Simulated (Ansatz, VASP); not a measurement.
## One calculation of BP, two programs

```
P B
1.0
     0.00000    2.22268    2.22268
     2.22268    0.00000    2.22268
     2.22268    2.22268    0.00000
P B
1 1
Direct
  0.75000 0.75000 0.75000
  0.00000 0.00000 0.00000
```

Alike in both runs: task single point; functional r2SCAN; dispersion D4; k mesh 10 × 10 × 10; occupations fermi-dirac, width 0.05 eV; no spin polarisation.

|  | VASP | Ansatz |
| --- | --- | --- |
| version | VASP 6.6.1 | Ansatz 0.2.0 |
| potentials or method | VASP PAW PBE potentials, release 64 (P, B) | Ansatz PAW |
| plane-wave cutoff (eV) | 520 | 500 |
| valence electrons in the cell | 8 | 8 |

```tsv
	VASP	Ansatz	Ansatz less VASP
gap on the k mesh at the Fermi level (eV)	1.36	1.33	-0.030
least direct gap on the mesh (eV)	3.74	3.70	-0.041
pressure (GPa)	9.0	9.5	+0.59
```

VASP's potentials were made for PBE, not for r2SCAN.
